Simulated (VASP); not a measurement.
A run of VASP 6.6.1:

The input INCAR:

```
PREC = Accurate
ENCUT = 520
EDIFF = 1E-6
ISMEAR = 0
SIGMA = 0.1
LREAL = F
LASPH = T
NELM = 100
ALGO = Fast
ISIF = 2
LWAVE = F
LCHARG = F
GGA = PE
NBANDS = 12
```

The input KPOINTS:

```
Automatic mesh
0
Gamma
  22 22 22
```

The input POSCAR:

```
Sc
1.0
   -1.8384313479      1.8384313479      1.8384313479
    1.8384313479     -1.8384313479      1.8384313479
    1.8384313479      1.8384313479     -1.8384313479
Sc
1
Direct
    0.0000000000      0.0000000000      0.0000000000
```

Potentials or basis: VASP PAW PBE potentials, release 64 (Sc_sv).

Command:

```bash
$ cat potpaw_PBE.64/Sc_sv/POTCAR > POTCAR
$ mpirun -np 1 vasp_std > vasp.out
```

Hardware: 1 thread of Intel(R) Xeon(R) Platinum 8259CL CPU @ 2.50GHz (Skylake/Cascade Lake), on a shared host.

Problem. How long does it take, and how much memory?

Solution. Run time: 55 s on 1 thread of Intel(R) Xeon(R) Platinum 8259CL CPU @ 2.50GHz (Skylake/Cascade Lake), with other jobs on the host, peak memory 0.21 GiB. Counts: scf iterations 15, k points 328.
